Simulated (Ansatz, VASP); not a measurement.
# Al3Ge2Ru in VASP and in Ansatz

Contents of INCAR:

```
PREC = Accurate
ENCUT = 600
EDIFF = 1E-6
ISMEAR = 0
SIGMA = 0.1
LREAL = False
LASPH = True
NELM = 60
ALGO = Fast
ISIF = 3
LWAVE = False
LCHARG = False
GGA = PE
IBRION = 2
NSW = 90
EDIFFG = -0.04
```

The input KPOINTS:

```
regular mesh
0
Gamma
  4 4 4
```

The input POSCAR:

```
Al3Ge2Ru
1.0
    3.7579071600      0.0000000000      0.0000000000
    0.0000000000      3.7579071600      0.0000000000
    0.0000000000      0.0000000000      6.8898861400
Al Ge Ru
3 2 1
Direct
    0.5000000000      0.5000000000      0.1321128000
    0.5000000000      0.0000000000      0.0268976600
    0.0000000000      0.5000000000      0.0268976600
    0.0000000000      0.0000000000      0.8056979900
    0.5000000000      0.5000000000      0.8083197900
    0.0000000000      0.0000000000      0.3224684800
```

Input for Ansatz:

```yaml
crystal:
  lattice:
    - [3.75790716, 0.0, 0.0]
    - [0.0, 3.75790716, 0.0]
    - [0.0, 0.0, 6.88988614]
  atoms:
    - { symbol: Al, position: [0.5, 0.5, 0.1321128] }
    - { symbol: Al, position: [0.5, 0.0, 0.02689766] }
    - { symbol: Al, position: [0.0, 0.5, 0.02689766] }
    - { symbol: Ge, position: [0.0, 0.0, 0.80569799] }
    - { symbol: Ge, position: [0.5, 0.5, 0.80831979] }
    - { symbol: Ru, position: [0.0, 0.0, 0.32246848] }
basis:
  ecutwfc: 420
kpoints:
  mp_grid: { grid: [4, 4, 4] }
hamiltonian:
  xc: pbe
scf:
  occupations: { method: gaussian, width: 0.1 }
  lower_state_search: "off"
output:
  forces: true
  stress: true
  eigenvalues: true
relax:
  adjacent_minimum: "off"
  f_tol: 0.04
  max_steps: 70
  cell: { stress_tol: 0.4 }
```

Alike in both runs: task relaxation of cell and atoms; functional PBE; k mesh 4 × 4 × 4; occupations gaussian, width 0.1 eV; no spin polarisation.

|  | VASP | Ansatz |
| --- | --- | --- |
| version | VASP 6.6.1 | Ansatz 0.2.0 |
| potentials or method | VASP PAW PBE potentials, release 64 (Al, Ge_d, Ru_pv), cutoff 600 eV | scalar-relativistic, plane waves, PAW |
| valence electrons in the cell | 51 | 53 |

Ansatz gave:

* gap on the k mesh at the Fermi level, each at its own relaxed structure (eV): none
* relaxed volume (Å³/atom): 16.80
* relaxed length of the cell vector where the two differ most in proportion (Å): 6.606

Which values does VASP return?

gap on the k mesh at the Fermi level, each at its own relaxed structure (eV): none; relaxed volume (Å³/atom): 16.74; relaxed length of the cell vector where the two differ most in proportion (Å): 6.595.

A gap of «none» marks a metal or a gap that the smearing closes. VASP's potentials hold 51 valence electrons a cell and Ansatz's 53, so a difference there can come from the potentials and not from the codes.

The k mesh is coarse, so the values compare programs but aren't converged.
